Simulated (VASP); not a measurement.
# MgSI (P4/mmm) in VASP: notebook

MgSI is run at these levels: PBE; tasks: single point, relaxation of cell and atoms.

All numbers are computed with VASP 6.6.1; they aren't measurements. Logs are shortened: lines on timing, memory, paths and dates and some standing lists are left out, and cuts for length are marked.

## Step 1: The cell of the first run

The structure is tetragonal, space group P4/mmm (No. 123). Conventional cell: a = 3.451 Å, b = 3.451 Å, c = 10.047 Å, α = 90.00°, β = 90.00°, γ = 90.00°. Mg (site symmetry 4/mmm) has 4 S at 2.44 Å within 3.2 Å. Within 3.2 Å of S (site symmetry 4/mmm) lie 4 Mg at 2.44 Å. Within 4.5 Å of I (site symmetry 4/mmm) lie 4 I at 3.45 Å.

## Step 2: Single point, PBE

File INCAR:

```
SYSTEM = MgSI
  PREC = Accurate
  ENCUT = 520
  EDIFF = 1E-6
  ISMEAR = 0
  SIGMA = 0.1
  LREAL = .False.
  LASPH = .True.
  NELM = 100
  ALGO = Normal
  ISIF = 2
  LWAVE = .False.
  LCHARG = .True.
  GGA = PE
  LELF = .True.
  LVHAR = .True.
  NBANDS = 14
```

File KPOINTS:

```
regular mesh
0
Gamma
  14 14 6
  0 0 0
```

File POSCAR:

```
MgSI
1.0
    3.4510377502      0.0000000000      0.0000000000
    0.0000000000      3.4510377502      0.0000000000
    0.0000000000      0.0000000000     10.0473142447
Mg S I
1 1 1
Direct
    0.0000000000      0.0000000000      0.0000000000
    0.5000000000      0.5000000000      0.0000000000
    0.5000000000      0.5000000000      0.5000000000
```

Potentials or basis: VASP PAW PBE potentials, release 64 (Mg, S, I).

Run with:

```
cat potpaw_PBE.64/Mg/POTCAR potpaw_PBE.64/S/POTCAR potpaw_PBE.64/I/POTCAR > POTCAR
mpirun -np 1 vasp_std > vasp.out
```

OUTCAR:

```text
SYSTEM = MgSI
   PREC = Accurate
   ENCUT = 520
   EDIFF = 1E-6
   ISMEAR = 0
   LREAL = .False.
   LASPH = .True.
   NELM = 100
   ISIF = 2
   GGA = PE

 ion  position               nearest neighbor table
   1  0.000  0.000  0.000-   2 2.44   2 2.44   2 2.44   2 2.44
   2  0.500  0.500  0.000-   1 2.44   1 2.44   1 2.44   1 2.44
   3  0.500  0.500  0.500-

  LATTYP: Found a simple tetragonal cell.
 ALAT       =     3.4510377502
 C/A-ratio  =     2.9113892608

  Lattice vectors:

 A1 = (   3.4510377502,   0.0000000000,   0.0000000000)
 A2 = (   0.0000000000,   3.4510377502,   0.0000000000)
 A3 = (   0.0000000000,   0.0000000000,  10.0473142447)

Analysis of symmetry for initial positions (statically):
=====================================================================
 Subroutine PRICEL returns:
 Original cell was already a primitive cell.

 Routine SETGRP: Setting up the symmetry group for a
 simple tetragonal supercell.

 Subroutine GETGRP returns: Found 16 space group operations
 (whereof 16 operations were pure point group operations)
 out of a pool of 16 trial point group operations.

The static configuration has the point symmetry D_4h.

Analysis of symmetry for dynamics (positions and initial velocities):
=====================================================================
 Subroutine PRICEL returns:
 Original cell was already a primitive cell.

 Routine SETGRP: Setting up the symmetry group for a
 simple tetragonal supercell.

 Subroutine GETGRP returns: Found 16 space group operations
 (whereof 16 operations were pure point group operations)
 out of a pool of 16 trial point group operations.

The dynamic configuration has the point symmetry D_4h.

 Subroutine INISYM returns: Found 16 space group operations
 (whereof 16 operations are pure point group operations),
 and found     1 'primitive' translations

----------------------------------------------------------------------------------------

                                     Primitive cell

  volume of cell :     119.6601

  direct lattice vectors                    reciprocal lattice vectors
     3.451037750  0.000000000  0.000000000     0.289767911  0.000000000  0.000000000
     0.000000000  3.451037750  0.000000000     0.000000000  0.289767911  0.000000000
     0.000000000  0.000000000 10.047314245     0.000000000  0.000000000  0.099529086

  length of vectors
     3.451037750  3.451037750 10.047314245     0.289767911  0.289767911  0.099529086

  position of ions in fractional coordinates (direct lattice)
     0.000000000  0.000000000  0.000000000
     0.500000000  0.500000000  0.000000000
     0.500000000  0.500000000  0.500000000

  ion indices of the primitive-cell ions
   primitive index   ion index
                 1           1
                 2           2
                 3           3

----------------------------------------------------------------------------------------

 KPOINTS: regular mesh

Automatic generation of k-mesh.
 Grid dimensions read from file:
 generate k-points for:   14   14    6

 Generating k-lattice:

  Cartesian coordinates                     Fractional coordinates (reciprocal lattice)
     0.020697708  0.000000000  0.000000000     0.071428571  0.000000000  0.000000000
     0.000000000  0.020697708  0.000000000     0.000000000  0.071428571  0.000000000
     0.000000000  0.000000000  0.016588181     0.000000000  0.000000000  0.166666667

  Length of vectors
     0.020697708  0.020697708  0.016588181

  Shift w.r.t. Gamma in fractional coordinates (k-lattice)
     0.000000000  0.000000000  0.000000000

 Subroutine IBZKPT returns following result:
 ===========================================

 Found    144 irreducible k-points:

 Following reciprocal coordinates:
            Coordinates               Weight
  0.000000  0.000000  0.000000      1.000000
  0.071429  0.000000  0.000000      4.000000
  0.142857  0.000000  0.000000      4.000000
  0.214286  0.000000  0.000000      4.000000
  0.285714  0.000000  0.000000      4.000000
  0.357143  0.000000  0.000000      4.000000
[... 16 lines left out ...]
  0.285714  0.214286  0.000000      8.000000
  0.357143  0.214286  0.000000      8.000000
 [... further k-points ...]
   k-points           NKPTS =    144   k-points in BZ     NKDIM =    144   number of bands    NBANDS=     14
   number of dos      NEDOS =    301   number of ions     NIONS =      3
   total plane-waves  NPLWV =  62720
   dimension x,y,z NGX =    28 NGY =   28 NGZ =   80
   dimension x,y,z NGXF=    56 NGYF=   56 NGZF=  160
   ions per type =               1   1   1
   NGX,Y,Z   is equivalent  to a cutoff of  13.49, 13.49, 13.24 a.u.
   NGXF,Y,Z  is equivalent  to a cutoff of  26.98, 26.98, 26.47 a.u.
 SYSTEM =  MgSI
   PREC   = accura    normal or accurate (medium, high low for compatibility)
   ISTART =      0    job   : 0-new  1-cont  2-samecut
   ICHARG =      2    charge: 1-file 2-atom 10-const
[... 33 lines left out ...]
   AEXX    =    0.0000 exact exchange contribution
   IVDW    =     0    specifies the selected vdW correction
   LEPSILON=     F    determine dielectric tensor
   LRPA    =     F    only Hartree local field effects (RPA)
 non-spin polarized calculation
 Gauss-broadening in eV      SIGMA  =   0.10
  energy-cutoff  :      520.00
  volume of cell :      119.66
 maximum number of plane-waves:      3247
 NGX is ok and might be reduce to    28
   NGX = 13   NGY = 13   NGZ = 37

 number of electron      15.0000000 magnetization

 Free energy of the ion-electron system (eV)
  ---------------------------------------------------
  ext. energy  EPLUGINS =         0.00000000
  ---------------------------------------------------
  free energy    TOTEN  =        -9.08568485 eV

  energy without entropy =       -9.07791736  energy(sigma->0) =       -9.08180111

 E-fermi :   0.1197     XC(G=0):  -6.7106

 val. band max:        0.1179156559   @ k =   0.5000   0.4286   0.0000
 cond. band min:       0.1249455466   @ k =   0.5000   0.5000   0.5000
 fundamental gap:      0.0070298907
 Fermi energy:         0.1197449369

 k-point     1 :       0.0000    0.0000    0.0000
  band No.  band energies     occupation
      1     -12.6035      2.00000
      2     -11.7453      2.00000
      3      -2.2858      2.00000
      4      -1.5577      2.00000
      5      -0.3050      2.00000
      6      -0.3050      2.00000
      7       0.6115      0.00000
      8       0.6115      0.00000
      9       3.2248      0.00000
     10       5.6254      0.00000
     11       6.0341      0.00000
     12       6.4370      0.00000
     13       7.3887      0.00000
     14       7.5539      0.00000

 k-point     2 :       0.0714    0.0000    0.0000
  band No.  band energies     occupation
      1     -12.5688      2.00000
      2     -11.7116      2.00000
      3      -2.2453      2.00000
      4      -1.5211      2.00000
      5      -0.6225      2.00000
      6      -0.2880      2.00000
      7       0.2614      0.04508
      8       0.6401      0.00000
      9       3.3876      0.00000
     10       5.7539      0.00000
     11       6.2816      0.00000
     12       6.3820      0.00000
     13       7.5061      0.00000
     14       7.9382      0.00000

 k-point     3 :       0.1429    0.0000    0.0000
  band No.  band energies     occupation
      1     -12.4686      2.00000
      2     -11.6143      2.00000
      3      -2.1275      2.00000
      4      -1.4150      2.00000
      5      -1.3530      2.00000
      6      -0.5604      2.00000
      7      -0.2395      2.00000
      8       0.7217      0.00000
      9       3.7318      0.00000
     10       5.9725      0.00000
     11       6.1813      0.00000
     12       7.0456      0.00000
     13       7.6784      0.00000
     14       9.0551      0.00000
[... 324 lines left out ...]
 k-point    23 :       0.2857    0.2143    0.0000
  band No.  band energies     occupation
      1     -11.8448      2.00000
      2     -11.0353      2.00000
      3      -2.7107      2.00000
      4      -2.1272      2.00000
      5      -1.7346      2.00000
      6      -1.4019      2.00000
      7      -1.0575      2.00000
      8      -0.7571      2.00000
      9       5.1843      0.00000
     10       5.4749      0.00000
     11       6.8266      0.00000
     12       8.0587      0.00000
     13       8.2638      0.00000
     14       8.6217      0.00000

 k-point    24 :       0.3571    0.2143    0.0000
  band No.  band energies     occupation
      1     -11.6641      2.00000
      2     -10.8706      2.00000
      3      -3.3057      2.00000
      4      -2.8457      2.00000
      5      -1.5902      2.00000
      6      -1.1877      2.00000
      7      -0.8844      2.00000
      8      -0.5595      2.00000
      9       5.0881      0.00000
     10       5.2616      0.00000
     11       6.7568      0.00000
     12       7.4744      0.00000
     13       8.0167      0.00000
     14       8.2777      0.00000

 [... further k-points ...]

------------------------ aborting loop because EDIFF is reached ----------------------------------------

  FORCE on cell =-STRESS in cart. coord.  units (eV):
  Direction    XX          YY          ZZ          XY          YZ          ZX
  --------------------------------------------------------------------------------------
  -------------------------------------------------------------------------------------
  Total       -0.1025684     -0.1025684     -0.0084900      0.0000000     -0.0000000      0.0000000
  in kB       -1.3733294     -1.3733294     -0.1136763      0.0000000     -0.0000000      0.0000000
  external PRESSURE =      -0.9534450 kB  Pullay stress =       0.0000000 kB

 VOLUME and BASIS-vectors are now :
 -----------------------------------------------------------------------------
  energy-cutoff  :      520.00
  volume of cell :      119.66
      direct lattice vectors                 reciprocal lattice vectors
     3.451037750  0.000000000  0.000000000     0.289767911  0.000000000  0.000000000
     0.000000000  3.451037750  0.000000000     0.000000000  0.289767911  0.000000000
     0.000000000  0.000000000 10.047314245     0.000000000  0.000000000  0.099529086

 POSITION                                       TOTAL-FORCE (eV/Angst)
 -----------------------------------------------------------------------------------
      0.00000      0.00000      0.00000         0.000000      0.000000      0.000000
      1.72552      1.72552      0.00000         0.000000      0.000000      0.000000
      1.72552      1.72552      5.02366         0.000000      0.000000      0.000000
 -----------------------------------------------------------------------------------
    total drift:                               -0.000000      0.000000      0.000000

  FREE ENERGIE OF THE ION-ELECTRON SYSTEM (eV)
  ---------------------------------------------------
  free  energy   TOTEN  =        -9.0856848524 eV

  energy  without entropy=       -9.0779173647  energy(sigma->0) =       -9.08180111
```

Run time: 1.7 min. Hardware: 1 thread of Intel Xeon 6975P-C (Granite Rapids), shared host; peak memory 0.45 GiB.

Results:

| Quantity | Value |
| --- | --- |
| Free energy | -9.0857 eV |
| Pressure | -0.1 GPa |

Levels at points of the mesh, in eV from the Fermi level:
```csv
k point,band 5,band 6,band 7,band 8,band 9,band 10
"(0.00, 0.00, 0.00)",-0.42,-0.42,0.49,0.49,3.11,5.51
"(0.50, 0.00, 0.00)",-1.38,-0.73,-0.04,1.14,3.97,6.28
"(0.50, 0.50, 0.00)",-3.02,-3.02,-0.52,0.05,2.78,4.84
"(0.00, 0.00, 0.50)",-0.42,-0.42,0.49,0.49,3.45,5.00
"(0.50, 0.00, 0.50)",-1.32,-0.81,-0.04,1.14,4.15,5.38
"(0.50, 0.50, 0.50)",-3.02,-3.02,-0.49,0.01,2.78,4.80
```

Caveat: spin-orbit coupling is left out, which moves the levels of the heavy elements; this functional lacks dispersion, which binds the layers, so the pressure and a relaxed spacing across them are unreliable; an odd number of electrons without spin polarisation forces a metal; a magnetic or distorted state may lie lower.

## Step 3: Relaxation of cell and atoms, PBE

This run uses another cell than the first one, of 37.70 Å³/atom, 0.945 times its volume.

File INCAR:

```
  ALGO = Normal
  EDIFF = 1E-7
  EDIFFG = -0.01
  ENCUT = 600
  GGA = PE
  IBRION = 2
  ISIF = 3
  ISMEAR = 0
  LASPH = T
  LCHARG = F
  LREAL = F
  LWAVE = F
  NELM = 100
  NSW = 100
  PREC = Accurate
  SIGMA = 0.1
```

File KPOINTS:

```
k-points
0
Gamma
  14 14 6
```

File POSCAR:

```
MgSI
1.0
    3.4462659329      0.0000000000      0.0000000000
    0.0000000000      3.4462659329      0.0000000000
    0.0000000000      0.0000000000      9.5224667937
Mg S I
1 1 1
Direct
    0.0000000000      0.0000000000      0.0000000000
    0.5000000000      0.5000000000      0.0000000000
    0.5000000000      0.5000000000      0.5000000000
```

Potentials or basis: VASP PAW PBE potentials, release 64 (Mg, S, I).

Run with:

```
cat potpaw_PBE.64/Mg/POTCAR potpaw_PBE.64/S/POTCAR potpaw_PBE.64/I/POTCAR > POTCAR
mpirun -np 1 vasp_std > vasp.out
```

Wall time 11 min (1 thread of Intel Xeon 6975P-C (Granite Rapids), shared host); peak memory 0.49 GiB.

Results (log left out):

- Free energy: -9.0859 eV
- Relaxed volume: 39.86 Å³/atom
- Relaxed cell: a = 3.447 Å, b = 3.447 Å, c = 10.064 Å, α = 90.00°, β = 90.00°, γ = 90.00°
- Space group after relaxing (to 0.05 Å): P4/mmm (No. 123)
- Energy gained by relaxing: 0.6 meV/atom
- Ionic steps: 13
- Pressure after relaxing: 0.0 GPa

The path:
```tsv
step	energy change (eV)	largest force (eV/Å)	pressure (GPa)	volume (Å³)
1	0.0000	0.0000	0.08	113.10
2	-0.0001	0.0000	0.04	113.41
3	0.0000	0.0000	-0.10	113.91
4	-0.0001	0.0000	-0.06	113.61
5	-0.0001	0.0000	-0.02	113.52
6	-0.0002	0.0000	-0.02	113.67
7	-0.0005	0.0000	0.01	114.12
8	-0.0009	0.0000	0.02	115.02
9	-0.0015	0.0000	0.05	116.83
10	-0.0014	0.0000	0.14	120.41
11	-0.0016	0.0000	0.09	118.67
12	-0.0017	0.0000	0.05	119.12
13	-0.0017	0.0000	0.01	119.58
```

Final structure:
```cif
data_structure
_symmetry_space_group_name_H-M 'P 1'
_symmetry_Int_Tables_number 1
_cell_length_a 3.4469
_cell_length_b 3.4469
_cell_length_c 10.0644
_cell_angle_alpha 90.000
_cell_angle_beta 90.000
_cell_angle_gamma 90.000
_cell_volume 119.58
loop_
_atom_site_label
_atom_site_type_symbol
_atom_site_fract_x
_atom_site_fract_y
_atom_site_fract_z
_atom_site_occupancy
Mg1 Mg 0.00000 0.00000 0.00000 1
S1 S 0.50000 0.50000 0.00000 1
I1 I 0.50000 0.50000 0.50000 1
```

Levels at points of the mesh, in eV from the Fermi level:
| k point | band 4 | band 5 | band 6 | band 7 | band 8 | band 9 | band 10 | band 11 |
| --- | --- | --- | --- | --- | --- | --- | --- | --- |
| (0.00, 0.00, 0.00) | -1.69 | -0.42 | -0.42 | 0.49 | 0.49 | 3.11 | 5.51 | 5.91 |
| (0.50, 0.00, 0.00) | -3.92 | -1.38 | -0.74 | -0.04 | 1.15 | 3.96 | 6.28 | 6.29 |
| (0.50, 0.50, 0.00) | -3.26 | -3.03 | -3.03 | -0.52 | 0.04 | 2.79 | 4.82 | 6.53 |
| (0.00, 0.00, 0.50) | -1.86 | -0.42 | -0.42 | 0.49 | 0.49 | 3.46 | 5.00 | 5.91 |
| (0.50, 0.00, 0.50) | -3.93 | -1.33 | -0.81 | -0.04 | 1.15 | 4.15 | 5.38 | 6.53 |
| (0.50, 0.50, 0.50) | -3.26 | -3.04 | -3.04 | -0.49 | 0.00 | 2.79 | 4.79 | 6.76 |

Caveat: spin-orbit coupling is left out, which moves the levels of the heavy elements; this functional lacks dispersion, which binds the layers, so the pressure and a relaxed spacing across them are unreliable; an odd number of electrons without spin polarisation forces a metal; a magnetic or distorted state may lie lower.

## Step 4: Single point, PBE

This run uses another cell than the first one, of 37.33 Å³/atom, 0.936 times its volume.

File INCAR:

```
PREC     = Accurate       # precision mode
ENCUT    = 520            # plane-wave cutoff, eV
EDIFF    = 1E-7           # SCF threshold, eV
ISMEAR   = 0              # smearing method
SIGMA    = 0.1            # smearing width, eV
LREAL    = False          # projectors in reciprocal space
LASPH    = True           # aspherical terms in the spheres
NELM     = 80             # most SCF steps
ALGO     = Normal         # electronic algorithm
ISIF     = 2              # what is computed and relaxed
LWAVE    = False          # write WAVECAR
LCHARG   = False          # write CHGCAR
GGA      = PE             # functional
NBANDS   = 14             # bands
```

File KPOINTS:

```
regular mesh
0
Gamma
  4 4 4
```

File POSCAR:

```
MgSI
1.0
    3.4297397399      0.0000000000      0.0000000000
    0.0000000000      3.4297397399      0.0000000000
    0.0000000000      0.0000000000      9.5213825001
Mg S I
1 1 1
Direct
    0.0000000000      0.0000000000      0.0000000000
    0.5000000000      0.5000000000      0.0000000000
    0.5000000000      0.5000000000      0.5000000000
```

Run with:

```
cat potpaw_PBE.64/Mg/POTCAR potpaw_PBE.64/S/POTCAR potpaw_PBE.64/I/POTCAR > POTCAR
mpirun -np 1 vasp_std > vasp.out
```

It took 46 s on 1 thread of AMD EPYC 7R13, shared host; peak memory 0.21 GiB.

Results (log left out):

```yaml
Free_energy: -9.2872 eV
Pressure: 0.0 GPa
```

Stress tensor (GPa, compression positive):
```
-0.10  0.00  0.00
 0.00 -0.10  0.00
 0.00  0.00  0.15
```

Levels at points of the mesh, in eV from the Fermi level:
| k point | band 5 | band 6 | band 7 | band 8 | band 9 | band 10 |
| --- | --- | --- | --- | --- | --- | --- |
| (0.00, 0.00, 0.00) | -0.51 | -0.51 | 0.09 | 0.09 | 2.95 | 5.51 |
| (0.50, 0.00, 0.00) | -1.84 | -0.85 | -0.12 | 0.76 | 3.66 | 6.14 |
| (0.50, 0.50, 0.00) | -3.40 | -3.40 | -0.95 | -0.05 | 2.68 | 4.37 |
| (0.00, 0.00, 0.50) | -0.51 | -0.51 | 0.09 | 0.09 | 3.44 | 4.91 |
| (0.50, 0.00, 0.50) | -1.77 | -0.96 | -0.12 | 0.76 | 3.97 | 4.97 |
| (0.50, 0.50, 0.50) | -3.41 | -3.41 | -0.91 | -0.11 | 2.69 | 4.31 |

Caveat: the k points lie up to 0.46 Å⁻¹ apart; spin-orbit coupling is left out, which moves the levels of the heavy elements; this functional lacks dispersion, which binds the layers, so the pressure and a relaxed spacing across them are unreliable; an odd number of electrons without spin polarisation forces a metal; a magnetic or distorted state may lie lower.

## Step 5: Overview

```csv
task,cell,k mesh,cutoff (eV),gap on the mesh (eV),pressure (GPa)
single point,"a = 3.451, b = 3.451, c = 10.047 Å, 3 atoms",14 × 14 × 6,520,none,-0.1
relaxation of cell and atoms,"relaxed from a = 3.446, b = 3.446, c = 9.522 Å, 3 atoms",14 × 14 × 6,600,none,0.0
single point,"a = 3.430, b = 3.430, c = 9.521 Å, 3 atoms",4 × 4 × 4,520,none,0.0
```

Alike in all rows: level PBE; potentials or basis VASP PAW PBE potentials, release 64 (Mg, S, I); no spin polarisation; smearing gaussian 0.1 eV.

Caveats: some runs use coarse meshes; spin-orbit coupling is left out, which moves the levels of the heavy elements; this functional lacks dispersion, which binds the layers, so the pressure and a relaxed spacing across them are unreliable; an odd number of electrons without spin polarisation forces a metal; a magnetic or distorted state may lie lower.

Absolute energies hang on the potentials; compare differences alone.
